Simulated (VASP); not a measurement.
Input of a VASP 6.6.1 run:

POSCAR

```
AlN
1.0
   -3.1066653462      0.0000000000      0.0000000000
    0.0000000000      0.0000000000     -4.9784048411
    0.0000000000     -5.3809022217      0.0000000000
Al N
4 4
Direct
    0.5643777098      0.9983070980      0.1666666667
    0.0643777098      0.9983070980      0.6666666667
   -0.0643777098      0.4983070980      0.3333333333
    0.4356222902      0.4983070980      0.8333333333
    0.4434820248      0.6166929020      0.1666666667
   -0.0565179752      0.6166929020      0.6666666667
    0.0565179752      0.1166929020      0.3333333333
    0.5565179752      0.1166929020      0.8333333333
```

The input INCAR.step1:

```
PREC = Accurate
ENCUT = 520
ISMEAR = 0
SIGMA = 0.05
LREAL = False
LASPH = True
NELM = 60
NBANDS = 26
GGA = PE
ALGO = Normal
EDIFF = 1E-4
LWAVE = True
LCHARG = False
```

Contents of INCAR.step2:

```
PREC = Accurate
ENCUT = 520
EDIFF = 1E-6
ISMEAR = 0
SIGMA = 0.05
LREAL = False
LASPH = True
NELM = 60
ALGO = Normal
ISIF = 2
LWAVE = False
LCHARG = False
METAGGA = R2SCAN
LMIXTAU = True
NBANDS = 26
ISTART = 1
```

KPOINTS

```
Automatic mesh
0
Gamma
  8 6 4
```

Potentials or basis: VASP PAW PBE potentials, release 64 (Al, N).

Launch:

```sh
$ cat potpaw_PBE.64/Al/POTCAR potpaw_PBE.64/N/POTCAR > POTCAR
$ cp INCAR.step1 INCAR
$ mpirun -np 1 vasp_std > vasp.out
$ cp INCAR.step2 INCAR
$ mpirun -np 1 vasp_std > vasp.out
```

(1) Predict the band gap on the k mesh.

(2) Predict the pressure.

Results:

(1) 4.46 eV.

(2) -1.3 GPa.

Caveat: the cell differs from its parent crystal (mode 5 (249.4 1/cm) frozen in, largest displacement -0.200 Å); the PAW data sets were made with another functional, which shifts forces and pressure a little.
